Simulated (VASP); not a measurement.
A run of VASP 6.6.1:

File INCAR:

```
SYSTEM = BaS
  AGGAC = 1.0
  AGGAX = 1.0
  ALDAC = 0.0
  ALDAX = 1.0
  ALGO = Normal
  EDIFF = 1E-6
  ENCUT = 520
  GGA = B5
  ISIF = 2
  ISMEAR = -1
  IVDW = 13
  LASPH = .True.
  LCHARG = .False.
  LREAL = .False.
  LWAVE = .False.
  NBANDS = 15
  NELM = 80
  PREC = Accurate
  SIGMA = 0.05
  VDW_A1 = 0.44488865
  VDW_A2 = 4.0933009
  VDW_S6 = 1.0
  VDW_S8 = 2.34076671
```

Contents of KPOINTS:

```
k-points
0
Gamma
  7 7 7
  0 0 0
```

POSCAR

```
BaS
1.0
    0.0000000000      3.2133216926      3.2133216926
    3.2133216926      0.0000000000      3.2133216926
    3.2133216926      3.2133216926      0.0000000000
Ba S
1 1
Direct
    0.0000000000      0.0000000000      0.0000000000
    0.5000000000      0.5000000000      0.5000000000
```

Potentials or basis: VASP PAW PBE potentials, release 64 (Ba_sv, S).

Run with:

```sh
$ cat potpaw_PBE.64/Ba_sv/POTCAR potpaw_PBE.64/S/POTCAR > POTCAR
$ mpirun -np 1 vasp_std > vasp.out
```

Hardware: 1 thread of Intel(R) Xeon(R) Platinum 8488C (Sapphire Rapids), with other jobs on the host.

Question: How long does it take, and how much memory?

Answer: Wall time 19 s on 1 thread of Intel(R) Xeon(R) Platinum 8488C (Sapphire Rapids), on a shared host, peak memory 0.2 GiB. Counts: scf iterations 12, k points 20.
